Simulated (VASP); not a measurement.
Input of a VASP 6.6.1 run:

Contents of INCAR:

```
PREC = Accurate ; ENCUT = 520
EDIFF = 1E-7 ; ISMEAR = -1
SIGMA = 0.05 ; LREAL = False
LASPH = True ; NELM = 60
ALGO = Normal ; ISIF = 2
LWAVE = False ; LCHARG = False
GGA = PE ; NBANDS = 12
```

KPOINTS

```
Automatic mesh
0
Gamma
  16 16 16
```

The input POSCAR:

```
Cu
1.0
    2.4055952924      0.0000000000      0.0000000000
    0.0000000000      2.4055952924      0.0000000000
    0.0000000000      0.0000000000      2.4055952924
Cu
1
Direct
    0.0000000000      0.0000000000      0.0000000000
```

Potentials or basis: VASP PAW PBE potentials, release 64 (Cu).

Launch:

```console
$ cat potpaw_PBE.64/Cu/POTCAR > POTCAR
$ mpirun -np 1 vasp_std > vasp.out
```

**Question.** Estimate the pressure.

**Answer.** 0.4 GPa.
